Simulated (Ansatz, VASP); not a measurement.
# ZrGa2S2 in VASP and in Ansatz

The input INCAR:

```
SYSTEM = ZrGa2S2
PREC = Accurate
ENCUT = 600
EDIFF = 1E-6
ISMEAR = 0
SIGMA = 0.1
LREAL = .False.
LASPH = .True.
NELM = 100
ALGO = Normal
ISIF = 3
LWAVE = .False.
LCHARG = .False.
GGA = PE
IBRION = 2
NSW = 90
EDIFFG = -0.04
```

KPOINTS

```
regular mesh
0
Gamma
  6 6 6
  0 0 0
```

POSCAR

```
ZrGa2S2
1.0
   -2.1437502600      2.1437502600      5.1461851400
    2.1437502600     -2.1437502600      5.1461851400
    2.1437502600      2.1437502600     -5.1461851400
Zr Ga S
1 2 2
Direct
    0.0000000000      0.0000000000      0.0000000000
    0.6288242300      0.6288242300      0.0000000000
    0.3711757700      0.3711757700      0.0000000000
    0.2500000000      0.7500000000      0.5000000000
    0.7500000000      0.2500000000      0.5000000000
```

Input for Ansatz:

```yaml
crystal:
  lattice:
    - [-2.14375026, 2.14375026, 5.14618514]
    - [2.14375026, -2.14375026, 5.14618514]
    - [2.14375026, 2.14375026, -5.14618514]
  atoms:
    - { symbol: Zr, position: [0.0, 0.0, 0.0] }
    - { symbol: Ga, position: [0.62882423, 0.62882423, 0.0] }
    - { symbol: Ga, position: [0.37117577, 0.37117577, 0.0] }
    - { symbol: S, position: [0.25, 0.75, 0.5] }
    - { symbol: S, position: [0.75, 0.25, 0.5] }
basis:
  ecutwfc: 420
kpoints:
  mp_grid: { grid: [6, 6, 6] }
hamiltonian:
  xc: pbe
scf:
  occupations: { method: gaussian, width: 0.1 }
  lower_state_search: "off"
output:
  forces: true
  stress: true
  eigenvalues: true
relax:
  adjacent_minimum: "off"
  f_tol: 0.04
  max_steps: 70
  cell: { stress_tol: 0.4 }
```

Change from the starting cell: species swapped into the DyNi2Ge2 type (I4/mmm, No. 139).

Alike in both runs: task relaxation of cell and atoms; functional PBE; k mesh 6 × 6 × 6; occupations gaussian, width 0.1 eV; no spin polarisation.

|  | VASP | Ansatz |
| --- | --- | --- |
| version | VASP 6.6.1 | Ansatz 0.2.0 |
| potentials or method | VASP PAW PBE potentials, release 64 (Zr_sv, Ga_d, S), cutoff 600 eV | scalar-relativistic, plane waves, PAW |
| valence electrons in the cell | 50 | 50 |

|  | VASP | Ansatz | Ansatz less VASP |
| --- | --- | --- | --- |
| gap on the k mesh at the Fermi level, each at its own relaxed structure (eV) | none | none | - |
| relaxed volume (Å³/atom) | 18.93 | 18.94 | +0.002 |
| relaxed length of the cell vector where the two differ most in proportion (Å) | 5.218 | 5.217 | -0.0008 |

A gap of «none» marks a metal or a gap that the smearing closes.
